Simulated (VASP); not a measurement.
# Tl (P6_3/mmc) in VASP: notebook

Tl is run at these levels: PBE+D3(BJ); tasks: single point.

Program: VASP 6.6.1. These are calculated values, not measurements. Logs are shortened: lines on timing, memory, paths and dates and some standing lists are left out, and cuts for length are marked.

## Step 1: The cell of the first run

The structure is hexagonal, space group P6_3/mmc (No. 194). The conventional cell has a = 3.353 Å, b = 3.353 Å, c = 5.352 Å, α = 90.00°, β = 90.00°, γ = 120.00°. Tl (site symmetry -6m2) has 12 Tl at 3.30 to 3.35 Å within 4.3 Å.

## Step 2: Single point, PBE+D3(BJ) (26.06 Å³/atom)

The input, INCAR:

```
ALGO = Fast
EDIFF = 1E-7
ENCUT = 520
GGA = PE
ISIF = 2
ISMEAR = 0
IVDW = 12
LASPH = True
LCHARG = True
LELF = True
LREAL = False
LVHAR = True
LWAVE = False
NBANDS = 20
NELM = 80
PREC = Accurate
SIGMA = 0.1
```

The input, KPOINTS:

```
k-points
0
Gamma
  15 15 8
```

The input, POSCAR:

```
Tl
1.0
    3.3530077809      0.0000000000      0.0000000000
   -1.6765038905      2.9037899173      0.0000000000
    0.0000000000      0.0000000000      5.3522952275
Tl
2
Direct
    0.3333333333      0.6666666667      0.2500000000
    0.6666666667      0.3333333333      0.7500000000
```

Potentials or basis: VASP PAW PBE potentials, release 64 (Tl_d).

Run with:

```bash
$ cat potpaw_PBE.64/Tl_d/POTCAR > POTCAR
$ mpirun -np 1 vasp_std > vasp.out
```

OUTCAR:

```text
EDIFF = 1E-7
   ENCUT = 520
   GGA = PE
   ISIF = 2
   ISMEAR = 0
   IVDW = 12
   LASPH = True
   LREAL = False
   NELM = 80
   PREC = Accurate
 IVDW          = 12

 ion  position               nearest neighbor table
   1  0.333  0.667  0.250-   2 3.30   2 3.30   2 3.30   2 3.30   2 3.30   2 3.30
   2  0.667  0.333  0.750-   1 3.30   1 3.30   1 3.30   1 3.30   1 3.30   1 3.30

  LATTYP: Found a hexagonal cell.
 ALAT       =     3.3530077809
 C/A-ratio  =     1.5962668676

  Lattice vectors:

 A1 = (   3.3530077809,   0.0000000000,   0.0000000000)
 A2 = (  -1.6765038905,   2.9037899173,   0.0000000000)
 A3 = (   0.0000000000,   0.0000000000,   5.3522952275)

Analysis of symmetry for initial positions (statically):
=====================================================================
 Subroutine PRICEL returns:
 Original cell was already a primitive cell.

 Routine SETGRP: Setting up the symmetry group for a
 hexagonal supercell.

 Subroutine GETGRP returns: Found 24 space group operations
 (whereof 12 operations were pure point group operations)
 out of a pool of 24 trial point group operations.

The static configuration has the point symmetry D_3d.
 The point group associated with its full space group is D_6h.

Analysis of symmetry for dynamics (positions and initial velocities):
=====================================================================
 Subroutine PRICEL returns:
 Original cell was already a primitive cell.

 Routine SETGRP: Setting up the symmetry group for a
 hexagonal supercell.

 Subroutine GETGRP returns: Found 24 space group operations
 (whereof 12 operations were pure point group operations)
 out of a pool of 24 trial point group operations.

The dynamic configuration has the point symmetry D_3d.
 The point group associated with its full space group is D_6h.

 Subroutine INISYM returns: Found 24 space group operations
 (whereof 12 operations are pure point group operations),
 and found     1 'primitive' translations

----------------------------------------------------------------------------------------

                                     Primitive cell

  volume of cell :      52.1122

  direct lattice vectors                    reciprocal lattice vectors
     3.353007781  0.000000000  0.000000000     0.298239690  0.172188765  0.000000000
    -1.676503891  2.903789917  0.000000000     0.000000000  0.344377530  0.000000000
     0.000000000  0.000000000  5.352295227     0.000000000  0.000000000  0.186835733

  length of vectors
     3.353007781  3.353007781  5.352295227     0.344377530  0.344377530  0.186835733

  position of ions in fractional coordinates (direct lattice)
     0.333333333  0.666666667  0.250000000
     0.666666667  0.333333333  0.750000000

  ion indices of the primitive-cell ions
   primitive index   ion index
                 1           1
                 2           2

----------------------------------------------------------------------------------------

 KPOINTS: k-points

Automatic generation of k-mesh.
 Grid dimensions read from file:
 generate k-points for:   15   15    8

 Generating k-lattice:

  Cartesian coordinates                     Fractional coordinates (reciprocal lattice)
     0.019882646  0.011479251  0.000000000     0.066666667  0.000000000  0.000000000
     0.000000000  0.022958502  0.000000000     0.000000000  0.066666667  0.000000000
     0.000000000  0.000000000  0.023354467     0.000000000  0.000000000  0.125000000

  Length of vectors
     0.022958502  0.022958502  0.023354467

  Shift w.r.t. Gamma in fractional coordinates (k-lattice)
     0.000000000  0.000000000  0.000000000

 Subroutine IBZKPT returns following result:
 ===========================================

 Found    135 irreducible k-points:

 Following reciprocal coordinates:
            Coordinates               Weight
  0.000000  0.000000  0.000000      1.000000
  0.066667  0.000000  0.000000      6.000000
  0.133333  0.000000  0.000000      6.000000
  0.200000  0.000000  0.000000      6.000000
  0.266667  0.000000  0.000000      6.000000
  0.333333  0.000000  0.000000      6.000000
[... 16 lines left out ...]
  0.333333  0.200000  0.000000     12.000000
  0.400000  0.200000  0.000000      6.000000
 [... further k-points ...]
   k-points           NKPTS =    135   k-points in BZ     NKDIM =    135   number of bands    NBANDS=     20
   number of dos      NEDOS =    301   number of ions     NIONS =      2
   total plane-waves  NPLWV =  31360
   dimension x,y,z NGX =    28 NGY =   28 NGZ =   40
   dimension x,y,z NGXF=    56 NGYF=   56 NGZF=   80
   ions per type =               2
   NGX,Y,Z   is equivalent  to a cutoff of  13.88, 13.88, 12.42 a.u.
   NGXF,Y,Z  is equivalent  to a cutoff of  27.77, 27.77, 24.85 a.u.
 SYSTEM =  unknown system
   PREC   = accura    normal or accurate (medium, high low for compatibility)
   ISTART =      0    job   : 0-new  1-cont  2-samecut
   ICHARG =      2    charge: 1-file 2-atom 10-const
[... 82 lines left out ...]
      6      -4.0006      2.00000
[... 12 lines left out ...]
     19      19.3691      0.00000
     20      19.4188      0.00000

 k-point     3 :       0.1333    0.0000    0.0000
  band No.  band energies     occupation
      1      -4.3823      2.00000
      2      -4.1790      2.00000
      3      -4.0452      2.00000
      4      -4.0046      2.00000
      5      -4.0009      2.00000
      6      -3.9948      2.00000
[... 12 lines left out ...]
     19      19.0953      0.00000
     20      20.0166      0.00000

 k-point     4 :       0.2000    0.0000    0.0000
  band No.  band energies     occupation
      1      -4.3800      2.00000
      2      -4.1753      2.00000
      3      -4.0766      2.00000
      4      -4.0574      2.00000
      5      -4.0309      2.00000
      6      -3.9173      2.00000
[... 12 lines left out ...]
     19      18.6854      0.00000
     20      19.5430      0.00000

 k-point     5 :       0.2667    0.0000    0.0000
  band No.  band energies     occupation
      1      -4.4298      2.00000
      2      -4.1898      2.00000
      3      -4.1688      2.00000
      4      -4.0756      2.00000
      5      -4.0154      2.00000
      6      -3.8209      2.00000
[... 12 lines left out ...]
     19      17.9605      0.00000
     20      18.8069      0.00000

 k-point     6 :       0.3333    0.0000    0.0000
  band No.  band energies     occupation
      1      -4.4897      2.00000
      2      -4.2628      2.00000
      3      -4.2333      2.00000
      4      -4.1157      2.00000
      5      -3.9499      2.00000
      6      -3.8296      2.00000
[... 12 lines left out ...]
     19      17.2721      0.00000
     20      18.2469      0.00000

 k-point     7 :       0.4000   -0.0000    0.0000
  band No.  band energies     occupation
      1      -4.5383      2.00000
      2      -4.3378      2.00000
      3      -4.2730      2.00000
      4      -4.1457      2.00000
      5      -3.8999      2.00000
      6      -3.8676      2.00000
[... 12 lines left out ...]
     19      16.7630      0.00000
     20      17.8697      0.00000
[... 277 lines left out ...]
 k-point    20 :       0.4000    0.1333    0.0000
  band No.  band energies     occupation
      1      -4.4632      2.00000
      2      -4.3999      2.00000
      3      -4.2153      2.00000
      4      -4.1370      2.00000
      5      -3.9079      2.00000
      6      -3.8684      2.00000
[... 12 lines left out ...]
     19      16.3178      0.00000
     20      18.4645      0.00000

 k-point    21 :       0.2000    0.2000    0.0000
  band No.  band energies     occupation
      1      -4.2837      2.00000
      2      -4.2775      2.00000
      3      -4.2727      2.00000
      4      -4.1138      2.00000
      5      -3.9264      2.00000
      6      -3.8343      2.00000
[... 12 lines left out ...]
     19      16.3517      0.00000
     20      20.3415      0.00000

 k-point    22 :       0.2667    0.2000    0.0000
  band No.  band energies     occupation
      1      -4.3572      2.00000
      2      -4.3163      2.00000
      3      -4.2104      2.00000
      4      -4.1181      2.00000
      5      -3.8904      2.00000
      6      -3.8831      2.00000
[... 12 lines left out ...]
     19      15.7408      0.00000
     20      20.4544      0.00000

 k-point    23 :       0.3333    0.2000    0.0000
  band No.  band energies     occupation
      1      -4.4066      2.00000
      2      -4.3446      2.00000
      3      -4.1667      2.00000
      4      -4.1125      2.00000
      5      -3.9235      2.00000
      6      -3.8624      2.00000
[... 12 lines left out ...]
     19      15.4262      0.00000
     20      20.3203      0.00000

 k-point    24 :       0.4000    0.2000    0.0000
  band No.  band energies     occupation
      1      -4.4239      2.00000
      2      -4.3546      2.00000
      3      -4.1523      2.00000
      4      -4.1078      2.00000
      5      -3.9403      2.00000
      6      -3.8418      2.00000
[... 12 lines left out ...]
     19      15.3279      0.00000
     20      20.2691      0.00000

 [... further k-points ...]

------------------------ aborting loop because EDIFF is reached ----------------------------------------

 Edisp (eV)   -0.75520

 E8    (eV) :    -0.3954

  FORCE on cell =-STRESS in cart. coord.  units (eV):
  Direction    XX          YY          ZZ          XY          YZ          ZX
  --------------------------------------------------------------------------------------
  -------------------------------------------------------------------------------------
  Total       1.84318     1.84318     1.87636    -0.00000     0.00000    -0.00000
  in kB      56.66820    56.66820    57.68816    -0.00000     0.00000    -0.00000
  external pressure =       57.01 kB  Pullay stress =        0.00 kB

 VOLUME and BASIS-vectors are now :
 -----------------------------------------------------------------------------
  energy-cutoff  :      520.00
  volume of cell :       52.11
      direct lattice vectors                 reciprocal lattice vectors
     3.353007781  0.000000000  0.000000000     0.298239690  0.172188765  0.000000000
    -1.676503891  2.903789917  0.000000000     0.000000000  0.344377530  0.000000000
     0.000000000  0.000000000  5.352295227     0.000000000  0.000000000  0.186835733

 POSITION                                       TOTAL-FORCE (eV/Angst)
 -----------------------------------------------------------------------------------
     -0.00000      1.93586      1.33807        -0.000000      0.000000      0.000000
      1.67650      0.96793      4.01422         0.000000     -0.000000      0.000000
 -----------------------------------------------------------------------------------
    total drift:                                0.000000     -0.000000      0.000000

  FREE ENERGIE OF THE ION-ELECTRON SYSTEM (eV)
  ---------------------------------------------------
  free  energy   TOTEN  =        -4.9829441356 eV

  energy  without entropy=       -4.9780635211  energy(sigma->0) =       -4.98050383
```

Run time: 2.6 min. Hardware: 1 thread of Intel Xeon Platinum 8375C at 2.90GHz (Ice Lake), shared host; peak memory 0.26 GiB.

Results:

```yaml
Free_energy: -4.9829 eV
Pressure: 5.7 GPa
Band_gap_on_the_k_mesh: zero (bands 13 and 14 overlap by 6.39 eV)
Dispersion_energy_per_atom: -0.378 eV
```

Stress tensor (GPa, compression positive):
```
5.67 0.00 0.00
0.00 5.67 0.00
0.00 0.00 5.77
```

Caveat: the cell stands under pressure; spin-orbit coupling is left out, which moves the levels of the heavy elements.

## Step 3: Single point, PBE+D3(BJ) (26.94 Å³/atom)

This run uses another cell than the first one, of 26.94 Å³/atom.

The input, INCAR:

```
  PREC = Accurate
  ENCUT = 520
  EDIFF = 1E-6
  ISMEAR = 0
  SIGMA = 0.1
  LREAL = F
  LASPH = T
  NELM = 60
  ALGO = Fast
  ISIF = 2
  LWAVE = F
  LCHARG = F
  GGA = PE
  IVDW = 12
  NBANDS = 20
```

The input, KPOINTS:

```
regular mesh
0
Gamma
  15 15 8
```

The input, POSCAR:

```
Tl
1.0
    3.3928762936      0.0000000000      0.0000000000
   -1.6964381468      2.9383170621      0.0000000000
    0.0000000000      0.0000000000      5.4054499784
Tl
2
Direct
    0.3333333333      0.6666666667      0.2500000000
    0.6666666667      0.3333333333      0.7500000000
```

Potentials or basis: VASP PAW PBE potentials, release 64 (Tl_d).

Run with:

```bash
$ cat potpaw_PBE.64/Tl_d/POTCAR > POTCAR
$ mpirun -np 1 vasp_std > vasp.out
```

Wall time 1.9 min (1 thread of Intel Xeon Platinum 8375C at 2.90GHz (Ice Lake), shared host); peak memory 0.26 GiB.

Results (log left out):

```yaml
Free_energy: -5.0363 eV
Pressure: 3.8 GPa
Band_gap_on_the_k_mesh: zero (bands 13 and 14 overlap by 6.16 eV)
Dispersion_energy_per_atom: -0.365 eV
```

Levels at points of the mesh, in eV from the Fermi level:
```csv
k point,band 11,band 12,band 13,band 14,band 15,band 16
"(0.00, 0.00, 0.00)",-10.49,-5.07,-3.10,8.32,8.32,10.37
"(0.00, 0.00, 0.50)",-8.95,-8.95,3.60,3.60,9.35,9.35
```

Caveat: the cell stands under pressure; spin-orbit coupling is left out, which moves the levels of the heavy elements.

## Step 4: Single point, PBE+D3(BJ) (27.83 Å³/atom)

This run uses another cell than the first one, of 27.83 Å³/atom.

The input, INCAR:

```
SYSTEM = Tl
PREC = Accurate
ENCUT = 520
EDIFF = 1E-7
ISMEAR = 0
SIGMA = 0.1
LREAL = .FALSE.
LASPH = .TRUE.
NELM = 80
ALGO = Fast
ISIF = 2
LWAVE = .FALSE.
LCHARG = .FALSE.
GGA = PE
IVDW = 12
NBANDS = 20
```

The input, KPOINTS:

```
Automatic mesh
0
G
  15 15 8
  0 0 0
```

The input, POSCAR:

```
Tl
1.0
    3.4391473083      0.0000000000      0.0000000000
   -1.7195736541      2.9783889363      0.0000000000
    0.0000000000      0.0000000000      5.4344150971
Tl
2
Direct
    0.3333333333      0.6666666667      0.2500000000
    0.6666666667      0.3333333333      0.7500000000
```

Run with:

```bash
$ cat potpaw_PBE.64/Tl_d/POTCAR > POTCAR
$ mpirun -np 1 vasp_std > vasp.out
```

Run time: 1.8 min. Hardware: 1 thread of Intel Xeon Platinum 8375C at 2.90GHz (Ice Lake), shared host; peak memory 0.26 GiB.

It converged, with:

* Free energy: -5.0707 eV
* Pressure: 2.3 GPa
* Band gap on the k mesh: zero (bands 13 and 14 overlap by 6.03 eV)
* Dispersion energy per atom: -0.353 eV

Levels at points of the mesh, in eV from the Fermi level:
| k point | band 9 | band 10 | band 11 | band 12 | band 13 | band 14 | band 15 | band 16 | band 17 | band 18 |
| --- | --- | --- | --- | --- | --- | --- | --- | --- | --- | --- |
| (0.00, 0.00, 0.00) | -11.12 | -11.12 | -10.24 | -4.99 | -2.92 | 8.01 | 8.01 | 10.18 | 10.18 | 10.27 |
| (0.00, 0.00, 0.50) | -11.24 | -11.24 | -8.74 | -8.74 | 3.62 | 3.62 | 9.03 | 9.03 | 9.03 | 9.03 |

Caveat: spin-orbit coupling is left out, which moves the levels of the heavy elements.

## Step 5: Single point, PBE+D3(BJ)

This run uses another cell than the first one, of 28.57 Å³/atom.

The input, INCAR:

```
SYSTEM = Tl
PREC = Accurate
ENCUT = 520
EDIFF = 1E-6
ISMEAR = 0
SIGMA = 0.1
LREAL = .False.
LASPH = .True.
NELM = 60
ALGO = Fast
ISIF = 2
LWAVE = .False.
LCHARG = .False.
GGA = PE
IVDW = 12
NBANDS = 20
```

The input, KPOINTS:

```
regular mesh
0
Gamma
  15 15 8
  0 0 0
```

The input, POSCAR:

```
Tl
1.0
    3.4560000000      0.0000000000      0.0000000000
   -1.7280000000      2.9929837955      0.0000000000
    0.0000000000      0.0000000000      5.5250000000
Tl
2
Direct
    0.3333333333      0.6666666667      0.2500000000
    0.6666666667      0.3333333333      0.7500000000
```

Run with:

```bash
$ cat potpaw_PBE.64/Tl_d/POTCAR > POTCAR
$ mpirun -np 1 vasp_std > vasp.out
```

Run time: 90 s. Hardware: 1 thread of Intel Xeon Platinum 8375C at 2.90GHz (Ice Lake), shared host; peak memory 0.26 GiB.

It converged, with:

```yaml
Free_energy: -5.0867 eV
Pressure: 1.1 GPa
Band_gap_on_the_k_mesh: zero (bands 13 and 14 overlap by 5.69 eV)
Dispersion_energy_per_atom: -0.343 eV
```

Stress tensor (GPa, compression positive):
```
1.25 0.00 0.00
0.00 1.25 0.00
0.00 0.00 0.93
```

Levels at points of the mesh, in eV from the Fermi level:
| k point | band 10 | band 11 | band 12 | band 13 | band 14 | band 15 | band 16 | band 17 |
| --- | --- | --- | --- | --- | --- | --- | --- | --- |
| (0.00, 0.00, 0.00) | -11.12 | -10.06 | -5.12 | -2.85 | 7.98 | 7.98 | 10.06 | 10.06 |
| (0.00, 0.00, 0.50) | -11.23 | -8.62 | -8.62 | 3.35 | 3.35 | 8.96 | 8.96 | 8.96 |

Caveat: spin-orbit coupling is left out, which moves the levels of the heavy elements.

## Step 6: Single point, PBE+D3(BJ) (28.72 Å³/atom)

This run uses another cell than the first one, of 28.72 Å³/atom.

The input, INCAR:

```
  PREC = Accurate
  ENCUT = 520
  EDIFF = 1E-6
  ISMEAR = 0
  SIGMA = 0.1
  LREAL = False
  LASPH = True
  NELM = 100
  ALGO = Fast
  ISIF = 2
  LWAVE = False
  LCHARG = False
  GGA = PE
  IVDW = 12
  NBANDS = 20
```

The input, KPOINTS:

```
Automatic mesh
0
Gamma
  15 15 8
```

The input, POSCAR:

```
Tl
1.0
    3.4988550979      0.0000000000      0.0000000000
   -1.7494275490      3.0300973990      0.0000000000
    0.0000000000      0.0000000000      5.4180914547
Tl
2
Direct
    0.3333333333      0.6666666667      0.2500000000
    0.6666666667      0.3333333333      0.7500000000
```

Potentials or basis: VASP PAW PBE potentials, release 64 (Tl_d).

Run with:

```bash
$ cat potpaw_PBE.64/Tl_d/POTCAR > POTCAR
$ mpirun -np 1 vasp_std > vasp.out
```

Wall time 88 s (1 thread of Intel Xeon Platinum 8375C at 2.90GHz (Ice Lake), shared host); peak memory 0.27 GiB.

It converged, with:

```yaml
Free_energy: -5.0894 eV
Pressure: 1.0 GPa
Band_gap_on_the_k_mesh: zero (bands 13 and 14 overlap by 6.05 eV)
Dispersion_energy_per_atom: -0.341 eV
```

Stress tensor (GPa, compression positive):
```
0.99 0.00 0.00
0.00 0.99 0.00
0.00 0.00 1.10
```

Levels at points of the mesh, in eV from the Fermi level:
| k point | band 10 | band 11 | band 12 | band 13 | band 14 | band 15 | band 16 | band 17 |
| --- | --- | --- | --- | --- | --- | --- | --- | --- |
| (0.00, 0.00, 0.00) | -11.11 | -10.03 | -4.81 | -2.72 | 7.56 | 7.56 | 9.72 | 9.72 |
| (0.00, 0.00, 0.50) | -11.22 | -8.54 | -8.54 | 3.80 | 3.80 | 8.59 | 8.59 | 8.59 |

Caveat: spin-orbit coupling is left out, which moves the levels of the heavy elements.

## Step 7: The runs side by side

```tsv
cell	further INCAR settings	gap on the mesh (eV)	pressure (GPa)
a = 3.353, b = 3.353, c = 5.352 Å, angles 90.0, 90.0, 120.0°, 2 atoms	ALGO = Fast; EDIFF = 1e-07; NBANDS = 20	none	5.7
a = 3.393, b = 3.393, c = 5.405 Å, angles 90.0, 90.0, 120.0°, 2 atoms	ALGO = Fast; EDIFF = 1e-06; NBANDS = 20	none	3.8
a = 3.439, b = 3.439, c = 5.434 Å, angles 90.0, 90.0, 120.0°, 2 atoms	ALGO = Fast; EDIFF = 1e-07; NBANDS = 20	none	2.3
a = 3.456, b = 3.456, c = 5.525 Å, angles 90.0, 90.0, 120.0°, 2 atoms	ALGO = Fast; EDIFF = 1e-06; NBANDS = 20	none	1.1
a = 3.499, b = 3.499, c = 5.418 Å, angles 90.0, 90.0, 120.0°, 2 atoms	ALGO = Fast; EDIFF = 1e-06; NBANDS = 20	none	1.0
```

Alike in all rows: task single point; level PBE+D3(BJ); potentials or basis VASP PAW PBE potentials, release 64 (Tl_d); no spin polarisation; k mesh 15 × 15 × 8; cutoff (eV) 520; smearing gaussian 0.1 eV.

Caveats: spin-orbit coupling is left out, which moves the levels of the heavy elements; the cell stands under pressure (at least some runs).

Absolute energies hang on the potentials; compare differences alone.
